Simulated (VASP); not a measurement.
Write the native input for VASP 6.6.1 that does the following.

| Property | Result |
| --- | --- |
| Task | relaxation of cell and atoms |
| Functional | r2SCAN |
| Potentials or basis | VASP PAW PBE potentials, release 64 (Mo_sv) |
| Cutoff | 600 eV |
| k mesh | 9 × 9 × 9 |
| Occupations | methfessel-paxton, width 0.1 eV |
| Spin | no spin polarisation |
| Dipole correction | no |
| Further INCAR settings | ALGO = Normal; EDIFF = 1e-07; IBRION = 2; EDIFFG = -0.01; NSW = 50; ISIF = 3 |

The system is Mo.

```
Mo
1.0
    -1.57342    1.57342    1.57342
     1.57342   -1.57342    1.57342
     1.57342    1.57342   -1.57342
Mo
1
Cartesian
  0.0000 0.0000 0.0000
```

One way to write it, as run:

POSCAR

```
Mo
1.0
   -1.5734150000      1.5734150000      1.5734150000
    1.5734150000     -1.5734150000      1.5734150000
    1.5734150000      1.5734150000     -1.5734150000
Mo
1
Direct
    0.0000000000      0.0000000000      0.0000000000
```

INCAR.step1

```
  PREC = Accurate
  ENCUT = 600
  ISMEAR = 1
  SIGMA = 0.1
  LREAL = False
  LASPH = True
  NELM = 100
  GGA = PE
  ALGO = Normal
  EDIFF = 1E-4
  LWAVE = True
  LCHARG = False
```

INCAR.step2

```
  PREC = Accurate
  ENCUT = 600
  EDIFF = 1E-7
  ISMEAR = 1
  SIGMA = 0.1
  LREAL = False
  LASPH = True
  NELM = 100
  ALGO = Normal
  ISIF = 3
  LWAVE = False
  LCHARG = False
  METAGGA = R2SCAN
  LMIXTAU = True
  IBRION = 2
  NSW = 50
  EDIFFG = -0.01
  ISTART = 1
```

KPOINTS

```
regular mesh
0
Gamma
  9 9 9
```

Potentials or basis: VASP PAW PBE potentials, release 64 (Mo_sv).

Launch:

```console
$ cat potpaw_PBE.64/Mo_sv/POTCAR > POTCAR
$ cp INCAR.step1 INCAR
$ mpirun -np 1 vasp_std > vasp.out
$ cp INCAR.step2 INCAR
$ mpirun -np 1 vasp_std > vasp.out
```

It gave:

| Quantity | Value |
| --- | --- |
| Relaxed volume | 15.67 Å³/atom |
| Relaxed cell | a = 2.730 Å, b = 2.730 Å, c = 2.730 Å, α = 109.47°, β = 109.47°, γ = 109.47° |
| Space group after relaxing (to 0.05 Å) | Im-3m (No. 229) |
| Energy gained by relaxing | 0.4 meV/atom |
| Ionic steps | 3 |
| Pressure after relaxing | 0.0 GPa |
| Band gap on the k mesh | zero (band 7 reaches 15.89 eV, above the bottom of band 8 at 11.09 eV) |

Caveat: the PAW data sets were made with another functional, which shifts forces and pressure a little.

It took 33 s on 1 thread of Intel(R) Xeon(R) 6975P-C (Granite Rapids), on a shared host, peak memory 0.15 GiB.
